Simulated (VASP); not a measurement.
Si:

```
Si
1.0
     0.00000    2.71356    2.71356
     2.71356    0.00000    2.71356
     2.71356    2.71356    0.00000
Si
2
Direct
  0.75000 0.75000 0.75000
  0.50000 0.50000 0.50000
```

Program: VASP 6.6.1. Alike in all runs: task single point; potentials or basis VASP PAW PBE potentials, release 64 (Si); no spin polarisation; cell as given; k mesh 6 × 6 × 6; smearing gaussian 0.01 eV.

Task: Order these runs on this cell by their pressure, lowest first.
A. level r2SCAN; cutoff (eV) 550
B. level revPBE; cutoff (eV) 500
C. level BLYP; cutoff (eV) 500

Result: A (0.8 GPa), B (3.3 GPa), C (5.4 GPa).

Caveats: the PAW data sets were made with another functional, which shifts forces and pressure a little.
